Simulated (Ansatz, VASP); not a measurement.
One calculation of Be2AlI, two programs

```
Be Al I
1.0
     4.54777    0.00000    0.00000
    -2.27388    3.93848    0.00000
     0.00000    0.00000    6.23380
Be Al I
2 1 1
Direct
  0.33333 0.66667 0.50000
  0.66667 0.33333 0.50000
  0.00000 0.00000 0.00000
  0.00000 0.00000 0.50000
```

Alike in both runs: functional PBE; k mesh 6 × 6 × 4; occupations gaussian, width 0.1 eV; no spin polarisation.

Ansatz relaxed the structure, and its values are those at the end. VASP's run is a single point on that final structure, the one shown.

|  | VASP | Ansatz |
| --- | --- | --- |
| version | VASP 6.6.1 | Ansatz 0.2.0 |
| potentials or method | VASP PAW PBE potentials, release 64 (Be, Al, I), cutoff 520 eV | scalar-relativistic, plane waves, PAW |
| valence electrons in the cell | 14 | 24 |

|  | VASP | Ansatz | Ansatz less VASP |
| --- | --- | --- | --- |
| gap on the k mesh at the Fermi level (eV) | none | none | - |
| pressure (GPa) | 0.0 | 0.0 | 0.00 |

A gap of «none» marks a metal or a gap that the smearing closes. The functional is the same, so the differences come from potentials, cutoffs and numerics. VASP's potentials hold 14 valence electrons a cell and Ansatz's 24, so a difference there can come from the potentials and not from the codes.

Neither program's run includes spin-orbit coupling.
